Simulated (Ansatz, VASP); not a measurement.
**One calculation of Ga, two programs**

Contents of INCAR:

```
  ALGO = Fast
  EDIFF = 1E-7
  ENCUT = 520
  GGA = PS
  ISIF = 2
  ISMEAR = 0
  LASPH = True
  LCHARG = False
  LREAL = False
  LWAVE = False
  NBANDS = 26
  NELM = 100
  PREC = Accurate
  SIGMA = 0.1
```

Contents of KPOINTS:

```
k-points
0
Gamma
  6 6 6
```

POSCAR

```
Ga
1.0
    1.5863967571      0.9159065947      7.6669559847
   -1.5863967571      0.9159065947      7.6669559847
    0.0000000000     -1.8318131896      7.6669559847
Ga
3
Direct
    0.0000000000      0.0000000000      0.0000000000
    0.2222200000      0.2222200000      0.2222200000
    0.7777800000      0.7777800000      0.7777800000
```

Input for Ansatz:

```yaml
crystal:
  lattice:
    - [1.5863967571, 0.9159065947, 7.6669559847]
    - [-1.5863967571, 0.9159065947, 7.6669559847]
    - [0.0, -1.8318131896, 7.6669559847]
  atoms:
    - { symbol: Ga, position: [0.0, 0.0, 0.0] }
    - { symbol: Ga, position: [0.22222, 0.22222, 0.22222] }
    - { symbol: Ga, position: [0.77778, 0.77778, 0.77778] }
basis:
  ecutwfc: 420
kpoints:
  mp_grid: { grid: [6, 6, 6] }
hamiltonian:
  xc: pbesol
scf:
  occupations: { method: gaussian, width: 0.1 }
  lower_state_search: "off"
output:
  forces: true
  stress: true
  eigenvalues: true
```

Alike in both runs: task single point; functional PBEsol; k mesh 6 × 6 × 6; occupations gaussian, width 0.1 eV; no spin polarisation.

```csv
,VASP,Ansatz
version,VASP 6.6.1,Ansatz 0.2.0
potentials or method,"VASP PAW PBE potentials, release 64 (Ga_d), cutoff 520 eV","scalar-relativistic, plane waves, PAW"
valence electrons in the cell,39,39
```

|  | VASP | Ansatz | Ansatz less VASP |
| --- | --- | --- | --- |
| gap on the k mesh at the Fermi level (eV) | none | none | - |
| pressure (GPa) | -8.2 | -8.2 | -0.02 |
| traceless stress, the component that is largest in VASP (GPa) | -0.51 | -0.51 | 0.000 |
| rms of the force components (eV/Å) | 0.025 | 0.025 | 0.0000 |

VASP's potentials were made for PBE, not for PBEsol. Atom by atom the forces differ by 0.000 eV/Å (rms over components). A gap of «none» marks a metal or a gap that the smearing closes. The functional is the same, so the differences come from potentials, cutoffs and numerics.

The k mesh is coarse, so the values compare programs but aren't converged.
